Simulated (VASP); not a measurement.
# F (C2/m) in VASP: single point with r2SCAN

Aim: the single point of F with r2SCAN.

All numbers are computed with VASP 6.6.1; they aren't measurements. Logs are shortened: lines on timing, memory, paths and dates and some standing lists are left out, and cuts for length are marked.

## Step 1: The cell of the first run

Symmetry: C2/m, No. 12, monoclinic system. Conventional cell: a = 5.301 Å, b = 3.035 Å, c = 7.047 Å, α = 90.00°, β = 107.37°, γ = 90.00°. F (site symmetry m) has 1 F at 1.41 Å within 1.9 Å. Within 1.9 Å of F (site symmetry m) lie 1 F at 1.41 Å.

## Step 2: Single point, r2SCAN

POSCAR reads:

```
F
1.0
    2.6504942700     -1.5173207700      0.0000000000
    2.6504942700      1.5173207700      0.0000000000
   -2.1034238900      0.0000000000      6.7261075100
F
4
Direct
    0.5044951306      0.5044951306      0.4008501092
    0.0853581610      0.0853581610      0.0986032604
    0.4955048707      0.4955048707      0.5991498893
    0.9146418408      0.9146418408      0.9013967396
```

INCAR.step1 reads:

```
SYSTEM = F
PREC     = Accurate       ! precision mode
ENCUT    = 910            ! plane-wave cutoff, eV
ISMEAR   = 0              ! smearing method
SIGMA    = 0.01           ! smearing width, eV
LREAL    = .FALSE.        ! projectors in reciprocal space
LASPH    = .TRUE.         ! aspherical terms in the spheres
NELM     = 120            ! most SCF steps
NBANDS   = 22             ! bands
GGA      = PE             ! functional
ALGO     = Normal         ! electronic algorithm
EDIFF    = 1E-5           ! SCF threshold, eV
LWAVE    = .TRUE.         ! write WAVECAR
LCHARG   = .FALSE.        ! write CHGCAR
GGA_COMPAT= .FALSE.
```

INCAR.step2 reads:

```
SYSTEM = F
PREC     = Accurate       ! precision mode
ENCUT    = 910            ! plane-wave cutoff, eV
EDIFF    = 1E-6           ! SCF threshold, eV
ISMEAR   = 0              ! smearing method
SIGMA    = 0.01           ! smearing width, eV
LREAL    = .FALSE.        ! projectors in reciprocal space
LASPH    = .TRUE.         ! aspherical terms in the spheres
NELM     = 120            ! most SCF steps
ALGO     = Normal         ! electronic algorithm
ISIF     = 2              ! what is computed and relaxed
LWAVE    = .FALSE.        ! write WAVECAR
LCHARG   = .TRUE.         ! write CHGCAR
METAGGA  = R2SCAN         ! meta-GGA
LMIXTAU  = .TRUE.       
LELF     = .TRUE.         ! ELF
LVHAR    = .TRUE.       
NBANDS   = 22             ! bands
ISTART   = 1            
GGA_COMPAT= .FALSE.
```

KPOINTS reads:

```
regular mesh
0
G
  8 8 4
  0 0 0
```

Potentials or basis: VASP PAW PBE potentials, release 64 (F_h).

The run is started by

```sh
cat potpaw_PBE.64/F_h/POTCAR > POTCAR
cp INCAR.step1 INCAR
mpirun -np 1 vasp_std > vasp.out
cp INCAR.step2 INCAR
mpirun -np 1 vasp_std > vasp.out
```

OUTCAR:

```text
SYSTEM = F
   PREC = Accurate
   ENCUT = 910
   EDIFF = 1E-6
   ISMEAR = 0
   LREAL = .FALSE.
   LASPH = .TRUE.
   NELM = 120
   ISIF = 2
   METAGGA = R2SCAN
   ISTART = 1

 ion  position               nearest neighbor table
   1  0.504  0.504  0.401-   3 1.41
   2  0.085  0.085  0.099-   4 1.41
   3  0.496  0.496  0.599-   1 1.41
   4  0.915  0.915  0.901-   2 1.41

  LATTYP: Found a base centered monoclinic cell.
 ALAT       =     5.3009885400
 B/A-ratio  =     0.5724671006
 C/A-ratio  =     1.3294376681
 COS(beta)  =    -0.2984708738

  Lattice vectors:

 A1 = (   2.6504942700,  -1.5173207700,   0.0000000000)
 A2 = (   2.6504942700,   1.5173207700,   0.0000000000)
 A3 = (  -2.1034238900,   0.0000000000,   6.7261075100)

Analysis of symmetry for initial positions (statically):
=====================================================================
 Subroutine PRICEL returns:
 Original cell was already a primitive cell.

 Routine SETGRP: Setting up the symmetry group for a
 base centered monoclinic supercell.

 Subroutine GETGRP returns: Found  4 space group operations
 (whereof  4 operations were pure point group operations)
 out of a pool of  4 trial point group operations.

The static configuration has the point symmetry C_2h.

Analysis of symmetry for dynamics (positions and initial velocities):
=====================================================================
 Subroutine PRICEL returns:
 Original cell was already a primitive cell.

 Routine SETGRP: Setting up the symmetry group for a
 base centered monoclinic supercell.

 Subroutine GETGRP returns: Found  4 space group operations
 (whereof  4 operations were pure point group operations)
 out of a pool of  4 trial point group operations.

The dynamic configuration has the point symmetry C_2h.

 Subroutine INISYM returns: Found  4 space group operations
 (whereof  4 operations are pure point group operations),
 and found     1 'primitive' translations

----------------------------------------------------------------------------------------

                                     Primitive cell

  volume of cell :      54.1001

  direct lattice vectors                    reciprocal lattice vectors
     2.650494270 -1.517320770  0.000000000     0.188644060 -0.329528212  0.058993767
     2.650494270  1.517320770  0.000000000     0.188644060  0.329528212  0.058993767
    -2.103423890  0.000000000  6.726107510     0.000000000  0.000000000  0.148674400

  length of vectors
     3.054076324  3.054076324  7.047333843     0.384259923  0.384259923  0.148674400

  position of ions in fractional coordinates (direct lattice)
     0.504495131  0.504495131  0.400850109
     0.085358161  0.085358161  0.098603260
     0.495504871  0.495504871  0.599149889
     0.914641841  0.914641841  0.901396740

  ion indices of the primitive-cell ions
   primitive index   ion index
                 1           1
                 2           2
                 3           3
                 4           4

----------------------------------------------------------------------------------------

 KPOINTS: regular mesh

Automatic generation of k-mesh.
 Grid dimensions read from file:
 generate k-points for:    8    8    4

 Generating k-lattice:

  Cartesian coordinates                     Fractional coordinates (reciprocal lattice)
     0.023580507 -0.041191026  0.007374221     0.125000000  0.000000000  0.000000000
     0.023580507  0.041191026  0.007374221     0.000000000  0.125000000  0.000000000
     0.000000000  0.000000000  0.037168600     0.000000000  0.000000000  0.250000000

  Length of vectors
     0.048032490  0.048032490  0.037168600

  Shift w.r.t. Gamma in fractional coordinates (k-lattice)
     0.000000000  0.000000000  0.000000000

 Subroutine IBZKPT returns following result:
 ===========================================

 Found     78 irreducible k-points:

 Following reciprocal coordinates:
            Coordinates               Weight
  0.000000  0.000000  0.000000      1.000000
  0.125000  0.000000 -0.000000      4.000000
  0.250000  0.000000 -0.000000      4.000000
  0.375000  0.000000 -0.000000      4.000000
  0.500000  0.000000 -0.000000      2.000000
  0.125000  0.125000 -0.000000      2.000000
[... 16 lines left out ...]
  0.125000  0.000000  0.250000      4.000000
  0.250000  0.000000  0.250000      4.000000
 [... further k-points ...]
   k-points           NKPTS =     78   k-points in BZ     NKDIM =     78   number of bands    NBANDS=     22
   number of dos      NEDOS =    301   number of ions     NIONS =      4
   total plane-waves  NPLWV =  63000
   dimension x,y,z NGX =    30 NGY =   30 NGZ =   70
   dimension x,y,z NGXF=    60 NGYF=   60 NGZF=  140
   ions per type =               4
   NGX,Y,Z   is equivalent  to a cutoff of  16.33, 16.33, 16.51 a.u.
   NGXF,Y,Z  is equivalent  to a cutoff of  32.66, 32.66, 33.03 a.u.
 SYSTEM =  F
   PREC   = accura    normal or accurate (medium, high low for compatibility)
   ISTART =      1    job   : 0-new  1-cont  2-samecut
   ICHARG =      0    charge: 1-file 2-atom 10-const
   ISPIN  =      1    spin polarized calculation?
   LNONCOLLINEAR =      F non collinear calculations
   LSORBIT =      F    spin-orbit coupling
   LASPH  =      T    aspherical Exc in radial PAW
   ENCUT  =  910.0 eV  66.88 Ry    8.18 a.u.   7.51  7.51 17.33*2*pi/ulx,y,z
   NELM   =    120;   NELMIN=  2; NELMDL=  0     # of ELM steps
   EDIFF  = 0.1E-05   stopping-criterion for ELM
   LREAL  =      F    real-space projection
   EDIFFG = 0.1E-04   stopping-criterion for IOM
   NSW    =      0    number of steps for IOM
   IBRION =     -1    ionic relax: 0-MD 1-quasi-New 2-CG
   NFREE  =      0    steps in history (QN), initial steepest desc. (CG)
   ISIF   =      2    stress and relaxation
   ISYM   =      2    0-nonsym 1-usesym 2-fastsym
   POTIM  = 0.5000    time-step for ionic-motion
   TEBEG  =    0.0;   TEEND  =   0.0 temperature during run
   PSTRESS=    0.0 pullay stress
   NELECT =      28.0000    total number of electrons
   NUPDOWN=      -1.0000    fix difference up-down
   EMIN   =  10.00;   EMAX   =-10.00  energy-range for DOS
   EFERMI =   0.00;   METHOD = LEGACY
   ISMEAR =     0;   SIGMA  =   0.01  broadening in eV -4-tet -1-fermi 0-gaus
   EFERMI_NEDOS =   21; number of points for ismear=-14 and -15
   IALGO  =     38    algorithm
   IMIX   =      4    mixing-type and parameters
     AMIX     =   0.40;   BMIX     =  1.00
     AMIX_MAG =   1.60;   BMIX_MAG =  1.00
  volume/ion in A,a.u.               =      13.53        91.27
  Fermi-wavevector in a.u.,A,eV,Ry     =   1.314402  2.483859 23.506134  1.727652
  Thomas-Fermi vector in A             =   2.444657
   LORBIT       =      0    0 simple, 1 ext, 2 COOP (PROOUT), +10 PAW based schemes
   METAGGA = R2SCAN    functional components
   LHFCALC =     F    Hartree Fock is set to
   AEXX    =    0.0000 exact exchange contribution
   IVDW    =     0    specifies the selected vdW correction
   LEPSILON=     F    determine dielectric tensor
   LRPA    =     F    only Hartree local field effects (RPA)
 non-spin polarized calculation
 Gauss-broadening in eV      SIGMA  =   0.01
  energy-cutoff  :      910.00
  volume of cell :       54.10
 maximum number of plane-waves:      3405
   NGX = 15   NGY = 15   NGZ = 35

 number of electron      27.9999999 magnetization

 Free energy of the ion-electron system (eV)
  ---------------------------------------------------
  ext. energy  EPLUGINS =         0.00000000
  ---------------------------------------------------
  free energy    TOTEN  =       -12.63519275 eV

  energy without entropy =      -12.63519275  energy(sigma->0) =      -12.63519275

 E-fermi :  -4.2214     XC(G=0):  -8.7773

 val. band max:       -4.2722835503   @ k =   0.5000   0.5000  -0.0000
 cond. band min:      -0.8941219660   @ k =   0.0000   0.0000   0.0000
 fundamental gap:      3.3781615843
 Fermi energy:        -4.2213689157

 k-point     1 :       0.0000    0.0000    0.0000
  band No.  band energies     occupation
      1     -30.5536      2.00000
      2     -30.3564      2.00000
      3     -24.2961      2.00000
      4     -23.7801      2.00000
      5     -11.0768      2.00000
      6      -9.9412      2.00000
[... 14 lines left out ...]
     21      17.4368      0.00000
     22      20.7315      0.00000

 k-point     2 :       0.1250    0.0000   -0.0000
  band No.  band energies     occupation
      1     -30.5245      2.00000
      2     -30.3395      2.00000
      3     -24.2611      2.00000
      4     -23.7849      2.00000
      5     -11.0327      2.00000
      6      -9.9781      2.00000
[... 14 lines left out ...]
     21      17.7084      0.00000
     22      18.4125      0.00000

 k-point     3 :       0.2500    0.0000   -0.0000
  band No.  band energies     occupation
      1     -30.4514      2.00000
      2     -30.3003      2.00000
      3     -24.1684      2.00000
      4     -23.8043      2.00000
      5     -10.9091      2.00000
      6     -10.0885      2.00000
[... 14 lines left out ...]
     21      16.2952      0.00000
     22      17.3546      0.00000

 k-point     4 :       0.3750    0.0000   -0.0000
  band No.  band energies     occupation
      1     -30.3725      2.00000
      2     -30.2654      2.00000
      3     -24.0496      2.00000
      4     -23.8495      2.00000
      5     -10.7246      2.00000
      6     -10.2691      2.00000
[... 14 lines left out ...]
     21      14.8829      0.00000
     22      16.2850      0.00000

 k-point     5 :       0.5000    0.0000   -0.0000
  band No.  band energies     occupation
      1     -30.3362      2.00000
      2     -30.2540      2.00000
      3     -23.9578      2.00000
      4     -23.9108      2.00000
      5     -10.5200      2.00000
      6     -10.4767      2.00000
[... 417 lines left out ...]
 k-point    22 :       0.0000    0.0000    0.2500
  band No.  band energies     occupation
      1     -30.5314      2.00000
      2     -30.3811      2.00000
      3     -24.2222      2.00000
      4     -23.8559      2.00000
      5     -10.9243      2.00000
      6     -10.1251      2.00000
[... 14 lines left out ...]
     21      19.5872      0.00000
     22      20.8410      0.00000

 k-point    23 :       0.1250    0.0000    0.2500
  band No.  band energies     occupation
      1     -30.4957      2.00000
      2     -30.3712      2.00000
      3     -24.1620      2.00000
      4     -23.8862      2.00000
      5     -10.8261      2.00000
      6     -10.2200      2.00000
[... 14 lines left out ...]
     21      18.3939      0.00000
     22      19.1370      0.00000

 k-point    24 :       0.2500    0.0000    0.2500
  band No.  band energies     occupation
      1     -30.4243      2.00000
      2     -30.3296      2.00000
      3     -24.0611      2.00000
      4     -23.9132      2.00000
      5     -10.6762      2.00000
      6     -10.3393      2.00000
[... 14 lines left out ...]
     21      15.7873      0.00000
     22      16.9459      0.00000

 [... further k-points ...]

------------------------ aborting loop because EDIFF is reached ----------------------------------------

  FORCE on cell =-STRESS in cart. coord.  units (eV):
  Direction    XX          YY          ZZ          XY          YZ          ZX
  --------------------------------------------------------------------------------------
  -------------------------------------------------------------------------------------
  Total       -0.3489593     -0.2405322     -0.9691071      0.0000000      0.0000000     -0.0188170
  in kB      -10.3344478     -7.1233752    -28.7001585      0.0000000      0.0000000     -0.5572667
  external PRESSURE =     -15.3859938 kB  Pullay stress =       0.0000000 kB

 VOLUME and BASIS-vectors are now :
 -----------------------------------------------------------------------------
  energy-cutoff  :      910.00
  volume of cell :       54.10
      direct lattice vectors                 reciprocal lattice vectors
     2.650494270 -1.517320770  0.000000000     0.188644060 -0.329528212  0.058993767
     2.650494270  1.517320770  0.000000000     0.188644060  0.329528212  0.058993767
    -2.103423890  0.000000000  6.726107510     0.000000000  0.000000000  0.148674400

 POSITION                                       TOTAL-FORCE (eV/Angst)
 -----------------------------------------------------------------------------------
      1.83117      0.00000      2.69616        -0.118556      0.000000      0.361692
      0.24508      0.00000      0.66322        -0.125268      0.000000     -0.364667
      1.36640      0.00000      4.02995         0.118556      0.000000     -0.361692
      2.95249      0.00000      6.06289         0.125268      0.000000      0.364667
 -----------------------------------------------------------------------------------
    total drift:                               -0.000065      0.000000      0.000031

  FREE ENERGIE OF THE ION-ELECTRON SYSTEM (eV)
  ---------------------------------------------------
  free  energy   TOTEN  =       -12.6351927548 eV

  energy  without entropy=      -12.6351927548  energy(sigma->0) =      -12.63519275
```

Run time: 7.8 min. Hardware: 1 thread of Intel Xeon Platinum 8375C at 2.90GHz (Ice Lake), shared host; peak memory 0.33 GiB.

What came out:

```yaml
Free_energy: -12.6352 eV
Pressure: -1.5 GPa
Largest_force: 0.386 eV/Å
Band_gap_on_the_k_mesh: 3.38 eV (least direct gap 3.45 eV)
```

Forces on the atoms (eV/Å):
```
F   -0.119  0.000  0.362
F   -0.125  0.000 -0.365
F    0.119  0.000 -0.362
F    0.125  0.000  0.365
```

Levels at points of the mesh, in eV from the valence-band top:
```csv
k point,band 10,band 11,band 12,band 13,band 14,band 15,band 16,band 17,band 18,band 19
"(0.00, 0.00, 0.00)",-3.29,-0.44,-0.23,-0.22,-0.07,3.38,4.68,10.67,12.96,14.46
"(0.50, 0.00, 0.00)",-3.55,-0.79,-0.76,-0.41,-0.35,4.14,4.20,15.66,15.81,17.55
"(0.50, 0.50, 0.00)",-3.47,-0.74,-0.47,-0.43,0.00,4.03,4.16,15.51,16.21,16.27
"(0.00, 0.00, 0.50)",-3.32,-0.38,-0.33,-0.16,-0.13,3.99,4.04,11.54,11.58,16.82
"(0.50, 0.00, 0.50)",-3.45,-0.98,-0.60,-0.47,-0.15,3.89,4.40,15.82,16.02,16.60
"(0.50, 0.50, 0.50)",-3.61,-0.75,-0.66,-0.23,-0.19,4.12,4.16,15.47,15.77,17.48
```

Caveat: the cutoff is under 1.25 times the usual one of these potentials, so pressure, stress and relaxed cells hold a basis-set (Pulay) error; the PAW data sets were made with another functional, which shifts forces and pressure a little. A k mesh can miss the band edges.
